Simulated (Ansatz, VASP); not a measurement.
## One calculation of ZnO, two programs

```
CELL_PARAMETERS angstrom
3.23091 0.00000 0.00000
-1.61545 2.79805 0.00000
0.00000 0.00000 5.21561
ATOMIC_POSITIONS crystal
Zn 0.33333 0.66667 0.99245
Zn 0.66667 0.33333 0.49245
O 0.33333 0.66667 0.38955
O 0.66667 0.33333 0.88955
```

Change from the starting cell: polar distortion scaled by 0.85.

Alike in both runs: task single point; functional r2SCAN; k mesh 9 × 9 × 6; no spin polarisation.

```csv
,VASP,Ansatz
version,VASP 6.6.1,Ansatz 0.2.0
potentials or method,"VASP PAW PBE potentials, release 64 (Zn, O), cutoff 520 eV","scalar-relativistic, plane waves, PAW"
occupations,"gaussian, width 0.01 eV",fixed
valence electrons in the cell,36,36
```

VASP gave:

- gap on the k mesh at the Fermi level (eV): 1.23
- least direct gap on the mesh (eV): 1.23
- pressure (GPa): 1.9
- traceless stress, the component that is largest in VASP (GPa): -5.22
- rms of the force components (eV/Å): 0.287

Problem. Estimate Ansatz's values.

Solution. gap on the k mesh at the Fermi level (eV): 1.23; least direct gap on the mesh (eV): 1.23; pressure (GPa): 0.9; traceless stress, the component that is largest in VASP (GPa): -4.80; rms of the force components (eV/Å): 0.260.

VASP's potentials were made for PBE, not for r2SCAN. Atom by atom the forces differ by 0.027 eV/Å (rms over components).
